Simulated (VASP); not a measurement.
# Cd (Im-3m) in VASP: notebook

Runs on Cd. Level: PBE. Tasks: single point.

All numbers are computed with VASP 6.6.1; they aren't measurements. Logs are shortened: lines on timing, memory, paths and dates and some standing lists are left out, and cuts for length are marked.

## (1) The cell of the first run

Symmetry: Im-3m, No. 229, cubic system. The conventional cell has a = 3.329 Å, b = 3.329 Å, c = 3.329 Å, α = 90.00°, β = 90.00°, γ = 90.00°. Cd (site symmetry m-3m) has 14 Cd at 2.88 to 3.33 Å within 3.8 Å.

This isn't the form of Cd at room conditions, which is hcp.

## (2) Single point, PBE

INCAR reads:

```
PREC = Accurate
ENCUT = 520
EDIFF = 1E-7
ISMEAR = -1
SIGMA = 0.1
LREAL = F
LASPH = T
NELM = 100
ALGO = Normal
ISIF = 2
LWAVE = F
LCHARG = F
GGA = PE
NBANDS = 12
```

KPOINTS reads:

```
regular mesh
0
Gamma
  16 16 16
```

POSCAR reads:

```
Cd
1.0
   -1.6642663435      1.6642663435      1.6642663435
    1.6642663435     -1.6642663435      1.6642663435
    1.6642663435      1.6642663435     -1.6642663435
Cd
1
Direct
    0.0000000000      0.0000000000      0.0000000000
```

Potentials or basis: VASP PAW PBE potentials, release 64 (Cd).

On the command line:

```console
> cat potpaw_PBE.64/Cd/POTCAR > POTCAR
> mpirun -np 1 vasp_std > vasp.out
```

OUTCAR:

```text
PREC = Accurate
   ENCUT = 520
   EDIFF = 1E-7
   ISMEAR = -1
   LREAL = F
   LASPH = T
   NELM = 100
   ISIF = 2
   GGA = PE

 ion  position               nearest neighbor table
   1  0.000  0.000  0.000-

  LATTYP: Found a body centered cubic cell.
 ALAT       =     3.3285326870

  Lattice vectors:

 A1 = (  -1.6642663435,   1.6642663435,   1.6642663435)
 A2 = (   1.6642663435,  -1.6642663435,   1.6642663435)
 A3 = (   1.6642663435,   1.6642663435,  -1.6642663435)

Analysis of symmetry for initial positions (statically):
=====================================================================
 Subroutine PRICEL returns:
 Original cell was already a primitive cell.

 Routine SETGRP: Setting up the symmetry group for a
 body centered cubic supercell.

 Subroutine GETGRP returns: Found 48 space group operations
 (whereof 48 operations were pure point group operations)
 out of a pool of 48 trial point group operations.

The static configuration has the point symmetry O_h .

Analysis of symmetry for dynamics (positions and initial velocities):
=====================================================================
 Subroutine PRICEL returns:
 Original cell was already a primitive cell.

 Routine SETGRP: Setting up the symmetry group for a
 body centered cubic supercell.

 Subroutine GETGRP returns: Found 48 space group operations
 (whereof 48 operations were pure point group operations)
 out of a pool of 48 trial point group operations.

The dynamic configuration has the point symmetry O_h .

 Subroutine INISYM returns: Found 48 space group operations
 (whereof 48 operations are pure point group operations),
 and found     1 'primitive' translations

----------------------------------------------------------------------------------------

                                     Primitive cell

  volume of cell :      18.4386

  direct lattice vectors                    reciprocal lattice vectors
    -1.664266344  1.664266344  1.664266344     0.000000000  0.300432681  0.300432681
     1.664266344 -1.664266344  1.664266344     0.300432681  0.000000000  0.300432681
     1.664266344  1.664266344 -1.664266344     0.300432681  0.300432681  0.000000000

  length of vectors
     2.882593864  2.882593864  2.882593864     0.424875972  0.424875972  0.424875972

  position of ions in fractional coordinates (direct lattice)
     0.000000000  0.000000000  0.000000000

  ion indices of the primitive-cell ions
   primitive index   ion index
                 1           1

----------------------------------------------------------------------------------------

 KPOINTS: regular mesh

Automatic generation of k-mesh.
 Grid dimensions read from file:
 generate k-points for:   16   16   16

 Generating k-lattice:

  Cartesian coordinates                     Fractional coordinates (reciprocal lattice)
     0.000000000  0.018777043  0.018777043     0.062500000  0.000000000  0.000000000
     0.018777043  0.000000000  0.018777043     0.000000000  0.062500000  0.000000000
     0.018777043  0.018777043  0.000000000     0.000000000  0.000000000  0.062500000

  Length of vectors
     0.026554748  0.026554748  0.026554748

  Shift w.r.t. Gamma in fractional coordinates (k-lattice)
     0.000000000  0.000000000  0.000000000

 Subroutine IBZKPT returns following result:
 ===========================================

 Found    145 irreducible k-points:

 Following reciprocal coordinates:
            Coordinates               Weight
  0.000000  0.000000  0.000000      1.000000
  0.062500  0.000000  0.000000     12.000000
  0.125000  0.000000  0.000000     12.000000
  0.187500  0.000000  0.000000     12.000000
  0.250000  0.000000  0.000000     12.000000
  0.312500  0.000000  0.000000     12.000000
[... 16 lines left out ...]
  0.187500  0.187500  0.000000     24.000000
  0.250000  0.187500  0.000000     48.000000
 [... further k-points ...]
   k-points           NKPTS =    145   k-points in BZ     NKDIM =    145   number of bands    NBANDS=     12
   number of dos      NEDOS =    301   number of ions     NIONS =      1
   total plane-waves  NPLWV =  13824
   dimension x,y,z NGX =    24 NGY =   24 NGZ =   24
   dimension x,y,z NGXF=    48 NGYF=   48 NGZF=   48
   ions per type =               1
   NGX,Y,Z   is equivalent  to a cutoff of  13.84, 13.84, 13.84 a.u.
   NGXF,Y,Z  is equivalent  to a cutoff of  27.68, 27.68, 27.68 a.u.
 SYSTEM =  unknown system
   PREC   = accura    normal or accurate (medium, high low for compatibility)
   ISTART =      0    job   : 0-new  1-cont  2-samecut
   ICHARG =      2    charge: 1-file 2-atom 10-const
   ISPIN  =      1    spin polarized calculation?
   LNONCOLLINEAR =      F non collinear calculations
   LSORBIT =      F    spin-orbit coupling
   LASPH  =      T    aspherical Exc in radial PAW
   ENCUT  =  520.0 eV  38.22 Ry    6.18 a.u.   5.36  5.36  5.36*2*pi/ulx,y,z
   NELM   =    100;   NELMIN=  2; NELMDL= -5     # of ELM steps
   EDIFF  = 0.1E-06   stopping-criterion for ELM
   LREAL  =      F    real-space projection
   EDIFFG = 0.1E-05   stopping-criterion for IOM
   NSW    =      0    number of steps for IOM
   IBRION =     -1    ionic relax: 0-MD 1-quasi-New 2-CG
   NFREE  =      0    steps in history (QN), initial steepest desc. (CG)
   ISIF   =      2    stress and relaxation
   ISYM   =      2    0-nonsym 1-usesym 2-fastsym
   POTIM  = 0.5000    time-step for ionic-motion
   TEBEG  =    0.0;   TEEND  =   0.0 temperature during run
   PSTRESS=    0.0 pullay stress
   NELECT =      12.0000    total number of electrons
   NUPDOWN=      -1.0000    fix difference up-down
   EMIN   =  10.00;   EMAX   =-10.00  energy-range for DOS
   EFERMI =   0.00;   METHOD = LEGACY
   ISMEAR =    -1;   SIGMA  =   0.10  broadening in eV -4-tet -1-fermi 0-gaus
   EFERMI_NEDOS =   21; number of points for ismear=-14 and -15
   IALGO  =     38    algorithm
   IMIX   =      4    mixing-type and parameters
     AMIX     =   0.40;   BMIX     =  1.00
     AMIX_MAG =   1.60;   BMIX_MAG =  1.00
  volume/ion in A,a.u.               =      18.44       124.43
  Fermi-wavevector in a.u.,A,eV,Ry     =   1.418706  2.680966 27.384811  2.012727
  Thomas-Fermi vector in A             =   2.539803
   LORBIT       =      0    0 simple, 1 ext, 2 COOP (PROOUT), +10 PAW based schemes
   GGA     = PE    functional components
   LHFCALC =     F    Hartree Fock is set to
   AEXX    =    0.0000 exact exchange contribution
   IVDW    =     0    specifies the selected vdW correction
   LEPSILON=     F    determine dielectric tensor
   LRPA    =     F    only Hartree local field effects (RPA)
 non-spin polarized calculation
  energy-cutoff  :      520.00
  volume of cell :       18.44
 maximum number of plane-waves:       531
 NGX is ok and might be reduce to    24
   NGX = 11   NGY = 11   NGZ = 11

 number of electron      11.9999994 magnetization

 Free energy of the ion-electron system (eV)
  ---------------------------------------------------
  ext. energy  EPLUGINS =         0.00000000
  ---------------------------------------------------
  free energy    TOTEN  =        -0.47540042 eV

  energy without entropy =       -0.46382471  energy(sigma->0) =       -0.46961256

 E-fermi :   4.5068     XC(G=0): -11.9123

 val. band max:        4.4699194426   @ k =  -0.3750  -0.3750   0.0625
 cond. band min:       4.5218620838   @ k =   0.3750   0.1250   0.0625
 fundamental gap:      0.0519426411
 Fermi energy:         4.5067546003

 k-point     1 :       0.0000    0.0000    0.0000
  band No.  band energies     occupation
      1      -5.9520      2.00000
      2      -5.5951      2.00000
      3      -5.5951      2.00000
      4      -5.5951      2.00000
      5      -4.6874      2.00000
      6      -4.6874      2.00000
      7      20.5714      0.00000
      8      20.5714      0.00000
      9      20.5714      0.00000
     10      23.3343      0.00000
     11      23.3343      0.00000
     12      23.3343      0.00000

 k-point     2 :       0.0625    0.0000    0.0000
  band No.  band energies     occupation
      1      -5.8399      2.00000
      2      -5.6141      2.00000
      3      -5.5807      2.00000
      4      -5.5435      2.00000
      5      -4.7070      2.00000
      6      -4.6864      2.00000
      7      19.7416      0.00000
      8      20.3844      0.00000
      9      20.4984      0.00000
     10      22.2790      0.00000
     11      22.4604      0.00000
     12      22.5461      0.00000

 k-point     3 :       0.1250    0.0000    0.0000
  band No.  band energies     occupation
      1      -5.7138      2.00000
      2      -5.6677      2.00000
      3      -5.3941      2.00000
      4      -5.3404      2.00000
      5      -4.7482      2.00000
      6      -4.6831      2.00000
      7      17.5146      0.00000
      8      19.5302      0.00000
      9      20.3169      0.00000
     10      20.9096      0.00000
     11      21.4652      0.00000
     12      22.3411      0.00000
[... 286 lines left out ...]
 k-point    23 :       0.1875    0.1875    0.0000
  band No.  band energies     occupation
      1      -5.9432      2.00000
      2      -5.6972      2.00000
      3      -5.0560      2.00000
      4      -4.8677      2.00000
      5      -4.6040      2.00000
      6      -2.1121      2.00000
      7      11.2377      0.00000
      8      11.7457      0.00000
      9      16.2296      0.00000
     10      20.9780      0.00000
     11      22.9924      0.00000
     12      25.6437      0.00000

 k-point    24 :       0.2500    0.1875    0.0000
  band No.  band energies     occupation
      1      -6.0088      2.00000
      2      -5.7468      2.00000
      3      -4.9802      2.00000
      4      -4.8319      2.00000
      5      -4.5326      2.00000
      6      -0.8040      2.00000
      7       8.9689      0.00000
      8      10.7938      0.00000
      9      15.5530      0.00000
     10      21.0685      0.00000
     11      23.4566      0.00000
     12      26.2007      0.00000

 [... further k-points ...]
[... 5 lines left out ...]
  --------------------------------------------------------------------------------------
  -------------------------------------------------------------------------------------
  Total        2.1475654      2.1475654      2.1475654     -0.0000000      0.0000000     -0.0000000
  in kB      186.6072474    186.6072474    186.6072474     -0.0000000      0.0000000     -0.0000000
  external PRESSURE =     186.6072474 kB  Pullay stress =       0.0000000 kB

 VOLUME and BASIS-vectors are now :
 -----------------------------------------------------------------------------
  energy-cutoff  :      520.00
  volume of cell :       18.44
      direct lattice vectors                 reciprocal lattice vectors
    -1.664266344  1.664266344  1.664266344     0.000000000  0.300432681  0.300432681
     1.664266344 -1.664266344  1.664266344     0.300432681  0.000000000  0.300432681
     1.664266344  1.664266344 -1.664266344     0.300432681  0.300432681  0.000000000

 POSITION                                       TOTAL-FORCE (eV/Angst)
 -----------------------------------------------------------------------------------
      0.00000      0.00000      0.00000         0.000000     -0.000000     -0.000000
 -----------------------------------------------------------------------------------
    total drift:                                0.000000      0.000000      0.000000

  FREE ENERGIE OF THE ION-ELECTRON SYSTEM (eV)
  ---------------------------------------------------
  free  energy   TOTEN  =        -0.4754004183 eV

  energy  without entropy=       -0.4638247065  energy(sigma->0) =       -0.46961256
```

Run time: 35 s. Hardware: 1 thread of Intel Xeon 8259CL, shared host; peak memory 0.16 GiB.

What came out:

- Free energy: -0.4754 eV
- Pressure: 18.7 GPa
- Band gap on the k mesh: zero (bands 6 and 7 overlap by 4.14 eV)

Caveat: the cell stands under pressure.

## (3) Single point, PBE

INCAR reads:

```
SYSTEM = Cd
PREC = Accurate
ENCUT = 520
EDIFF = 1E-6
ISMEAR = -1
SIGMA = 0.1
LREAL = .FALSE.
LASPH = .TRUE.
NELM = 80
ALGO = Normal
ISIF = 2
LWAVE = .FALSE.
LCHARG = .TRUE.
GGA = PE
LELF = .TRUE.
LVHAR = .TRUE.
NBANDS = 12
```

KPOINTS reads:

```
regular mesh
0
G
  16 16 16
  0 0 0
```

POSCAR is that of step 2.

Potentials or basis: VASP PAW PBE potentials, release 64 (Cd).

On the command line:

```console
> cat potpaw_PBE.64/Cd/POTCAR > POTCAR
> mpirun -np 1 vasp_std > vasp.out
```

Wall time 29 s (1 thread of Intel Xeon 8259CL, shared host); peak memory 0.16 GiB.

Results (log left out):

```yaml
Free_energy: -0.4754 eV
Pressure: 18.7 GPa
Band_gap_on_the_k_mesh: zero (bands 6 and 7 overlap by 4.14 eV)
```

Levels at points of the mesh, in eV from the Fermi level:
```csv
k point,band 4,band 5,band 6,band 7,band 8,band 9
"(0.00, 0.00, 0.00)",-10.10,-9.19,-9.19,16.06,16.06,16.06
"(0.50, 0.00, 0.00)",-9.14,-8.56,-3.08,-0.76,10.38,10.50
"(0.50, 0.50, 0.50)",-8.72,-8.72,3.38,3.38,3.38,7.42
```

Caveat: the cell stands under pressure.

The gap in the log of VASP goes by the Fermi energy; the results here count the filled bands.